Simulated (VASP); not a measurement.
# MgF2 (P4_2/mnm) in VASP: a series of runs

The runs below take MgF2 through single point, with HSE06.

Program: VASP 6.6.1. These are calculated values, not measurements. Logs are shortened: lines on timing, memory, paths and dates and some standing lists are left out, and cuts for length are marked.

## 1. The cell of the first run

The structure is tetragonal, space group P4_2/mnm (No. 136). The conventional cell has a = 4.622 Å, b = 4.622 Å, c = 3.077 Å, α = 90.00°, β = 90.00°, γ = 90.00°. Mg (site symmetry mmm) has 6 F at 1.98 to 2.00 Å within 2.6 Å. Within 2.6 Å of F (site symmetry m2m) lie 3 Mg at 1.98 to 2.00 Å and 1 F at 2.57 Å.

## 2. Single point, HSE06 (uniaxial z strain +1.0%)

The input, POSCAR:

```
MgF2
1.0
    4.6220159946      0.0000000000      0.0000000000
    0.0000000000      4.6220159946      0.0000000000
    0.0000000000      0.0000000000      3.0765728771
Mg F
2 4
Direct
    0.0000000000      0.0000000000      0.0000000000
    0.5000000000      0.5000000000      0.5000000000
    0.3033639063      0.3033639063      0.0000000000
    0.1966360937      0.8033639063      0.5000000000
    0.8033639063      0.1966360937      0.5000000000
    0.6966360937      0.6966360937      0.0000000000
```

The input, INCAR.step1:

```
SYSTEM = MgF2
PREC = Accurate ; ENCUT = 520
EDIFF = 1E-5 ; ISMEAR = 0
SIGMA = 0.01 ; LREAL = .False.
LASPH = .True. ; NELM = 120
ALGO = Normal ; ISIF = 2
LWAVE = .True. ; LCHARG = .False.
NBANDS = 25 ; GGA = PE
GGA_COMPAT = .False. ; KPAR = 4
```

The input, INCAR.step2:

```
SYSTEM = MgF2
PREC = Accurate ; ENCUT = 520
EDIFF = 1E-6 ; ISMEAR = 0
SIGMA = 0.01 ; LREAL = .False.
LASPH = .True. ; NELM = 120
ALGO = Normal ; ISIF = 2
LWAVE = .False. ; LCHARG = .False.
GGA = PE ; LHFCALC = .True.
HFSCREEN = 0.2079 ; PRECFOCK = Normal
NBANDS = 25 ; ISTART = 1
GGA_COMPAT = .False. ; KPAR = 4
```

The input, KPOINTS:

```
Automatic mesh
0
Gamma
  4 4 6
  0 0 0
```

Potentials or basis: VASP PAW PBE potentials, release 64 (Mg, F).

Launch:

```
> cat potpaw_PBE.64/Mg/POTCAR potpaw_PBE.64/F/POTCAR > POTCAR
> cp INCAR.step1 INCAR
> mpirun -np 4 vasp_std > vasp.out
> cp INCAR.step2 INCAR
> mpirun -np 4 vasp_std > vasp.out
```

OUTCAR:

```text
SYSTEM = MgF2
   PREC = Accurate
   ENCUT = 520
   EDIFF = 1E-6
   ISMEAR = 0
   LREAL = .False.
   LASPH = .True.
   NELM = 120
   ISIF = 2
   GGA = PE
   LHFCALC = .True.
   HFSCREEN = 0.2079
   PRECFOCK = Normal
   ISTART = 1

 ion  position               nearest neighbor table
   1  0.000  0.000  0.000-   3 1.98   6 1.98   5 2.00   4 2.00   4 2.00   5 2.00   2 3.61   2 3.61
                             2 3.61   2 3.61   2 3.61   2 3.61   2 3.61   2 3.61
   2  0.500  0.500  0.500-   4 1.98   5 1.98   3 2.00   6 2.00   3 2.00   6 2.00   1 3.61   1 3.61
                             1 3.61   1 3.61   1 3.61   1 3.61   1 3.61   1 3.61
   3  0.303  0.303  0.000-   1 1.98   2 2.00   2 2.00
   4  0.197  0.803  0.500-   2 1.98   1 2.00   1 2.00
   5  0.803  0.197  0.500-   2 1.98   1 2.00   1 2.00
   6  0.697  0.697  0.000-   1 1.98   2 2.00   2 2.00

  LATTYP: Found a simple tetragonal cell.
 ALAT       =     4.6220159946
 C/A-ratio  =     0.6656344073

  Lattice vectors:

 A1 = (   4.6220159946,   0.0000000000,   0.0000000000)
 A2 = (   0.0000000000,   4.6220159946,   0.0000000000)
 A3 = (   0.0000000000,   0.0000000000,   3.0765728771)

Analysis of symmetry for initial positions (statically):
=====================================================================
 Subroutine PRICEL returns:
 Original cell was already a primitive cell.

 Routine SETGRP: Setting up the symmetry group for a
 simple tetragonal supercell.

 Subroutine GETGRP returns: Found 16 space group operations
 (whereof  8 operations were pure point group operations)
 out of a pool of 16 trial point group operations.

The static configuration has the point symmetry D_2h.
 The point group associated with its full space group is D_4h.

Analysis of symmetry for dynamics (positions and initial velocities):
=====================================================================
 Subroutine PRICEL returns:
 Original cell was already a primitive cell.

 Routine SETGRP: Setting up the symmetry group for a
 simple tetragonal supercell.

 Subroutine GETGRP returns: Found 16 space group operations
 (whereof  8 operations were pure point group operations)
 out of a pool of 16 trial point group operations.

The dynamic configuration has the point symmetry D_2h.
 The point group associated with its full space group is D_4h.

 Subroutine INISYM returns: Found 16 space group operations
 (whereof  8 operations are pure point group operations),
 and found     1 'primitive' translations

----------------------------------------------------------------------------------------

                                     Primitive cell

  volume of cell :      65.7249

  direct lattice vectors                    reciprocal lattice vectors
     4.622015995  0.000000000  0.000000000     0.216355807  0.000000000  0.000000000
     0.000000000  4.622015995  0.000000000     0.000000000  0.216355807  0.000000000
     0.000000000  0.000000000  3.076572877     0.000000000  0.000000000  0.325036994

  length of vectors
     4.622015995  4.622015995  3.076572877     0.216355807  0.216355807  0.325036994

  position of ions in fractional coordinates (direct lattice)
     0.000000000  0.000000000  0.000000000
     0.500000000  0.500000000  0.500000000
     0.303363906  0.303363906  0.000000000
     0.196636094  0.803363906  0.500000000
     0.803363906  0.196636094  0.500000000
     0.696636094  0.696636094  0.000000000

  ion indices of the primitive-cell ions
   primitive index   ion index
                 1           1
                 2           2
                 3           3
                 4           4
                 5           5
                 6           6

----------------------------------------------------------------------------------------

 KPOINTS: Automatic mesh

Automatic generation of k-mesh.
 Grid dimensions read from file:
 generate k-points for:    4    4    6

 Generating k-lattice:

  Cartesian coordinates                     Fractional coordinates (reciprocal lattice)
     0.054088952  0.000000000  0.000000000     0.250000000  0.000000000  0.000000000
     0.000000000  0.054088952  0.000000000     0.000000000  0.250000000  0.000000000
     0.000000000  0.000000000  0.054172832     0.000000000  0.000000000  0.166666667

  Length of vectors
     0.054088952  0.054088952  0.054172832

  Shift w.r.t. Gamma in fractional coordinates (k-lattice)
     0.000000000  0.000000000  0.000000000

 Subroutine IBZKPT returns following result:
 ===========================================

 Found     24 irreducible k-points:

 Following reciprocal coordinates:
            Coordinates               Weight
  0.000000  0.000000  0.000000      1.000000
  0.250000  0.000000  0.000000      4.000000
  0.500000  0.000000  0.000000      2.000000
  0.250000  0.250000  0.000000      4.000000
  0.500000  0.250000  0.000000      4.000000
  0.500000  0.500000  0.000000      1.000000
[... 16 lines left out ...]
[... 57 lines left out ...]
   LEPSILON=     F    determine dielectric tensor
   LRPA    =     F    only Hartree local field effects (RPA)
 non-spin polarized calculation
 Gauss-broadening in eV      SIGMA  =   0.01
  energy-cutoff  :      520.00
  volume of cell :       65.72
 maximum number of plane-waves:      1790
 NGX is ok and might be reduce to    36
  NGX = 28; NGY = 28; NGZ = 18

 number of electron      32.0000034 magnetization

 Free energy of the ion-electron system (eV)
  ---------------------------------------------------
  ext. energy  EPLUGINS =         0.00000000
  ---------------------------------------------------
  free energy    TOTEN  =       -38.30838992 eV

  energy without entropy =      -38.30838992  energy(sigma->0) =      -38.30838992

 E-fermi :  -2.8808     XC(G=0):  -7.9571

 val. band max:       -3.0226661936   @ k =   0.0000   0.0000   0.0000
 cond. band min:       6.2987560983   @ k =   0.0000   0.0000   0.0000
 fundamental gap:      9.3214222919
 Fermi energy:        -2.8808188842

 k-point     1 :       0.0000    0.0000    0.0000
  band No.  band energies     occupation
      1     -25.2945      2.00000
      2     -24.4716      2.00000
      3     -24.4716      2.00000
      4     -24.3845      2.00000
      5      -7.1482      2.00000
      6      -5.5717      2.00000
[... 17 lines left out ...]
     24      18.1541      0.00000
     25      18.1541      0.00000

 k-point     2 :       0.2500    0.0000    0.0000
  band No.  band energies     occupation
      1     -25.1941      2.00000
      2     -24.6435      2.00000
      3     -24.4449      2.00000
      4     -24.3522      2.00000
      5      -6.9179      2.00000
      6      -5.7074      2.00000
[... 17 lines left out ...]
     24      17.6046      0.00000
     25      18.1780      0.00000

 k-point     3 :       0.5000    0.0000    0.0000
  band No.  band energies     occupation
      1     -24.9372      2.00000
      2     -24.9372      2.00000
      3     -24.3859      2.00000
      4     -24.3859      2.00000
      5      -6.3800      2.00000
      6      -6.3800      2.00000
[... 17 lines left out ...]
     24      17.1041      0.00000
     25      17.9514      0.00000

 k-point     4 :       0.2500    0.2500    0.0000
  band No.  band energies     occupation
      1     -25.1046      2.00000
      2     -24.6729      2.00000
      3     -24.4991      2.00000
      4     -24.3686      2.00000
      5      -6.7196      2.00000
      6      -5.8337      2.00000
[... 17 lines left out ...]
     24      17.9440      0.00000
     25      17.9817      0.00000
[... 477 lines left out ...]
 k-point    22 :       0.2500    0.2500    0.5000
  band No.  band energies     occupation
      1     -24.6659      2.00000
      2     -24.6445      2.00000
      3     -24.4410      2.00000
      4     -24.4184      2.00000
      5      -6.5804      2.00000
      6      -6.2790      2.00000
[... 17 lines left out ...]
     24      15.8763      0.00000
     25      16.3472      0.00000

 k-point    23 :       0.5000    0.2500    0.5000
  band No.  band energies     occupation
      1     -24.6406      2.00000
      2     -24.6406      2.00000
      3     -24.4425      2.00000
      4     -24.4425      2.00000
      5      -6.6329      2.00000
      6      -6.6329      2.00000
[... 17 lines left out ...]
     24      15.0822      0.00000
     25      16.9196      0.00000

 k-point    24 :       0.5000    0.5000    0.5000
  band No.  band energies     occupation
      1     -24.6395      2.00000
      2     -24.6395      2.00000
      3     -24.4409      2.00000
      4     -24.4409      2.00000
      5      -6.8410      2.00000
      6      -6.8410      2.00000
[... 17 lines left out ...]
     24      14.5946      0.00000
     25      17.5363      0.00000

------------------------ aborting loop because EDIFF is reached ----------------------------------------

  FORCE on cell =-STRESS in cart. coord.  units (eV):
  Direction    XX          YY          ZZ          XY          YZ          ZX
  --------------------------------------------------------------------------------------
  -------------------------------------------------------------------------------------
  Total        0.0352002      0.0352002     -0.5709651      0.0000000      0.0000000      0.0000000
  in kB        0.8580754      0.8580754    -13.9184227      0.0000000      0.0000000      0.0000000
  external PRESSURE =      -4.0674240 kB  Pullay stress =       0.0000000 kB

 VOLUME and BASIS-vectors are now :
 -----------------------------------------------------------------------------
  energy-cutoff  :      520.00
  volume of cell :       65.72
      direct lattice vectors                 reciprocal lattice vectors
     4.622015995  0.000000000  0.000000000     0.216355807  0.000000000  0.000000000
     0.000000000  4.622015995  0.000000000     0.000000000  0.216355807  0.000000000
     0.000000000  0.000000000  3.076572877     0.000000000  0.000000000  0.325036994

 POSITION                                       TOTAL-FORCE (eV/Angst)
 -----------------------------------------------------------------------------------
      0.00000      0.00000      0.00000         0.000000      0.000000      0.000000
      2.31101      2.31101      1.53829         0.000000      0.000000      0.000000
      1.40215      1.40215      0.00000         0.010461      0.010461      0.000000
      0.90886      3.71316      1.53829        -0.010461      0.010461      0.000000
      3.71316      0.90886      1.53829         0.010461     -0.010461      0.000000
      3.21986      3.21986      0.00000        -0.010461     -0.010461     -0.000000
 -----------------------------------------------------------------------------------
    total drift:                                0.000001      0.000001      0.000000

  FREE ENERGIE OF THE ION-ELECTRON SYSTEM (eV)
  ---------------------------------------------------
  free  energy   TOTEN  =       -38.3083899173 eV

  energy  without entropy=      -38.3083899173  energy(sigma->0) =      -38.30838992
```

It took 29 min on 4 MPI ranks of Intel Xeon Platinum 8375C at 2.90GHz (Ice Lake), shared host; peak memory 0.31 GiB.

Results:

```yaml
Free_energy: -38.3084 eV
Pressure: -0.4 GPa
Largest_force: 0.015 eV/Å
Band_gap_on_the_k_mesh: 9.32 eV, direct
```

Forces on the atoms (eV/Å):
```
Mg   0.000  0.000  0.000
Mg   0.000  0.000  0.000
F    0.010  0.010  0.000
F   -0.010  0.010  0.000
F    0.010 -0.010  0.000
F   -0.010 -0.010  0.000
```

Levels at points of the mesh, in eV from the valence-band top:
```
           k point  band 13  band 14  band 15  band 16  band 17  band 18  band 19  band 20
(0.00, 0.00, 0.00)    -0.69    -0.28    -0.28     0.00     9.32    14.58    14.58    15.99
(0.50, 0.00, 0.00)    -0.95    -0.95    -0.37    -0.37    11.79    11.79    15.83    15.83
(0.50, 0.50, 0.00)    -0.91    -0.91    -0.79    -0.79    13.61    13.61    13.62    13.62
(0.00, 0.00, 0.50)    -1.18    -1.18    -0.88    -0.88    14.19    14.19    17.38    17.38
(0.50, 0.00, 0.50)    -0.71    -0.71    -0.67    -0.67    15.13    15.13    15.88    15.88
(0.50, 0.50, 0.50)    -0.63    -0.63    -0.46    -0.46    15.61    15.61    15.77    15.77
```

Caveat: the cell differs from its parent crystal (uniaxial z strain +1.0%); the PAW data sets were made with another functional, which shifts forces and pressure a little.

## 3. Single point, HSE06 (uniaxial z strain +3.0%)

The input, POSCAR:

```
MgF2
1.0
    4.6220159946      0.0000000000      0.0000000000
    0.0000000000      4.6220159946      0.0000000000
    0.0000000000      0.0000000000      3.1374951123
Mg F
2 4
Direct
    0.0000000000      0.0000000000      0.0000000000
    0.5000000000      0.5000000000      0.5000000000
    0.3040502989      0.3040502989      0.0000000000
    0.1959497011      0.8040502989      0.5000000000
    0.8040502989      0.1959497011      0.5000000000
    0.6959497011      0.6959497011      0.0000000000
```

The input, INCAR.step1:

```
SYSTEM = MgF2
PREC     = Accurate       ! precision mode
ENCUT    = 520            ! plane-wave cutoff, eV
EDIFF    = 1E-5           ! SCF threshold, eV
ISMEAR   = 0              ! smearing method
SIGMA    = 0.01           ! smearing width, eV
LREAL    = .False.        ! projectors in reciprocal space
LASPH    = .True.         ! aspherical terms in the spheres
NELM     = 120            ! most SCF steps
ALGO     = Normal         ! electronic algorithm
ISIF     = 2              ! what is computed and relaxed
LWAVE    = .True.         ! write WAVECAR
GGA      = PE             ! functional
NBANDS   = 25             ! bands
GGA_COMPAT= .False.      
KPAR     = 4
```

The input, INCAR.step2:

```
SYSTEM = MgF2
PREC     = Accurate       ! precision mode
ENCUT    = 520            ! plane-wave cutoff, eV
EDIFF    = 1E-6           ! SCF threshold, eV
ISMEAR   = 0              ! smearing method
SIGMA    = 0.01           ! smearing width, eV
LREAL    = .False.        ! projectors in reciprocal space
LASPH    = .True.         ! aspherical terms in the spheres
NELM     = 120            ! most SCF steps
ALGO     = Normal         ! electronic algorithm
ISIF     = 2              ! what is computed and relaxed
LWAVE    = .False.        ! write WAVECAR
LCHARG   = .True.         ! write CHGCAR
GGA      = PE             ! functional
LHFCALC  = .True.         ! exact exchange
HFSCREEN = 0.2079         ! screening, 1/A
PRECFOCK = Normal       
LVHAR    = .True.       
ISTART   = 1            
NBANDS   = 25             ! bands
GGA_COMPAT= .False.      
KPAR     = 4
```

KPOINTS is that of step 2.

Potentials or basis: VASP PAW PBE potentials, release 64 (Mg, F).

Launch:

```
> cat potpaw_PBE.64/Mg/POTCAR potpaw_PBE.64/F/POTCAR > POTCAR
> cp INCAR.step1 INCAR
> mpirun -np 4 vasp_std > vasp.out
> cp INCAR.step2 INCAR
> mpirun -np 4 vasp_std > vasp.out
```

It took 29 min on 4 MPI ranks of Intel Xeon Platinum 8259CL at 2.50GHz (Skylake/Cascade Lake), shared host; peak memory 0.31 GiB.

The run converged. Its results:

| Quantity | Value |
| --- | --- |
| Free energy | -38.2841 eV |
| Pressure | -2.5 GPa |
| Largest force | 0.011 eV/Å |
| Band gap on the k mesh | 9.15 eV, direct |

Forces in eV/Å, atoms in the order of the input:
```
Mg   0.000  0.000  0.000
Mg   0.000  0.000  0.000
F    0.008  0.008  0.000
F   -0.008  0.008  0.000
F    0.008 -0.008  0.000
F   -0.008 -0.008  0.000
```

Stress tensor (GPa, compression positive):
```
-1.13  0.00  0.00
 0.00 -1.13  0.00
 0.00  0.00 -5.19
```

Levels at points of the mesh, in eV from the valence-band top:
```tsv
k point	band 14	band 15	band 16	band 17	band 18	band 19
(0.00, 0.00, 0.00)	-0.25	-0.25	0.00	9.15	14.39	14.39
(0.50, 0.00, 0.00)	-0.95	-0.35	-0.35	11.62	11.62	15.60
(0.50, 0.50, 0.00)	-0.86	-0.73	-0.73	13.40	13.40	13.45
(0.00, 0.00, 0.50)	-1.15	-0.84	-0.84	13.91	13.91	17.13
(0.50, 0.00, 0.50)	-0.67	-0.64	-0.64	14.93	14.93	15.56
(0.50, 0.50, 0.50)	-0.59	-0.43	-0.43	15.46	15.46	15.60
```

Caveat: the cell differs from its parent crystal (uniaxial z strain +3.0%); the PAW data sets were made with another functional, which shifts forces and pressure a little.

## 4. Single point, HSE06 (uniaxial z strain -3.0%)

The input, POSCAR:

```
MgF2
1.0
    4.6220159946      0.0000000000      0.0000000000
    0.0000000000      4.6220159946      0.0000000000
    0.0000000000      0.0000000000      2.9547284068
Mg F
2 4
Direct
    0.0000000000      0.0000000000      0.0000000000
    0.5000000000      0.5000000000      0.5000000000
    0.3014474035      0.3014474035      0.0000000000
    0.1985525965      0.8014474035      0.5000000000
    0.8014474035      0.1985525965      0.5000000000
    0.6985525965      0.6985525965      0.0000000000
```

The input, INCAR.step1:

```
SYSTEM = MgF2
PREC = Accurate
ENCUT = 520
EDIFF = 1E-5
ISMEAR = 0
SIGMA = 0.01
LREAL = .False.
LASPH = .True.
NELM = 120
ALGO = Normal
ISIF = 2
LWAVE = .True.
LCHARG = .False.
GGA = PE
NBANDS = 25
GGA_COMPAT = .False.
KPAR = 4
```

The input, INCAR.step2:

```
SYSTEM = MgF2
PREC = Accurate
ENCUT = 520
EDIFF = 1E-6
ISMEAR = 0
SIGMA = 0.01
LREAL = .False.
LASPH = .True.
NELM = 120
ALGO = Normal
ISIF = 2
LWAVE = .False.
LCHARG = .False.
GGA = PE
LHFCALC = .True.
HFSCREEN = 0.2079
PRECFOCK = Normal
ISTART = 1
NBANDS = 25
GGA_COMPAT = .False.
KPAR = 4
```

The input, KPOINTS:

```
regular mesh
0
Gamma
  4 4 6
  0 0 0
```

Launch:

```
> cat potpaw_PBE.64/Mg/POTCAR potpaw_PBE.64/F/POTCAR > POTCAR
> cp INCAR.step1 INCAR
> mpirun -np 4 vasp_std > vasp.out
> cp INCAR.step2 INCAR
> mpirun -np 4 vasp_std > vasp.out
```

Wall time 32 min (4 MPI ranks of Intel Xeon Platinum 8488C (Sapphire Rapids), shared host); peak memory 0.3 GiB.

Results (log left out):

| Item | Value |
| --- | --- |
| Free energy | -38.2547 eV |
| Pressure | 4.5 GPa |
| Largest force | 0.020 eV/Å |
| Band gap on the k mesh | 9.67 eV, direct |

Forces in eV/Å, atoms in the order of the input:
```
Mg   0.000  0.000  0.000
Mg   0.000  0.000  0.000
F    0.014  0.014  0.000
F   -0.014  0.014  0.000
F    0.014 -0.014  0.000
F   -0.014 -0.014  0.000
```

Stress tensor (GPa, compression positive):
```
2.91 0.00 0.00
0.00 2.91 0.00
0.00 0.00 7.56
```

Levels at points of the mesh, in eV from the valence-band top:
```tsv
k point	band 12	band 13	band 14	band 15	band 16	band 17	band 18	band 19	band 20	band 21
(0.00, 0.00, 0.00)	-1.20	-0.65	-0.34	-0.34	0.00	9.67	14.97	14.97	16.66	17.13
(0.50, 0.00, 0.00)	-1.50	-0.93	-0.93	-0.41	-0.41	12.16	12.16	16.32	16.32	18.18
(0.50, 0.50, 0.00)	-1.24	-1.02	-1.02	-0.91	-0.91	13.95	13.95	14.06	14.06	20.03
(0.00, 0.00, 0.50)	-1.54	-1.25	-1.25	-0.95	-0.95	14.75	14.75	17.88	17.88	18.08
(0.50, 0.00, 0.50)	-1.47	-0.80	-0.80	-0.75	-0.75	15.51	15.51	16.51	16.51	18.44
(0.50, 0.50, 0.50)	-1.51	-0.71	-0.71	-0.52	-0.52	15.94	15.94	16.05	16.05	17.61
```

Caveat: the cell differs from its parent crystal (uniaxial z strain -3.0%); the PAW data sets were made with another functional, which shifts forces and pressure a little.

## 5. Overview

```tsv
cell	gap on the mesh (eV)	pressure (GPa)	largest force (eV/Å)
a = 4.622, b = 4.622, c = 3.077 Å, 6 atoms	9.32	-0.4	0.01
a = 4.622, b = 4.622, c = 3.137 Å, 6 atoms	9.15	-2.5	0.01
a = 4.622, b = 4.622, c = 2.955 Å, 6 atoms	9.67	4.5	0.02
```

Alike in all rows: task single point; level HSE06; potentials or basis VASP PAW PBE potentials, release 64 (Mg, F); no spin polarisation; k mesh 4 × 4 × 6; cutoff (eV) 520; smearing gaussian 0.01 eV.

Caveats: the PAW data sets were made with another functional, which shifts forces and pressure a little.

Total energies depend on the potentials used, so only differences within one code and one set of settings carry meaning.
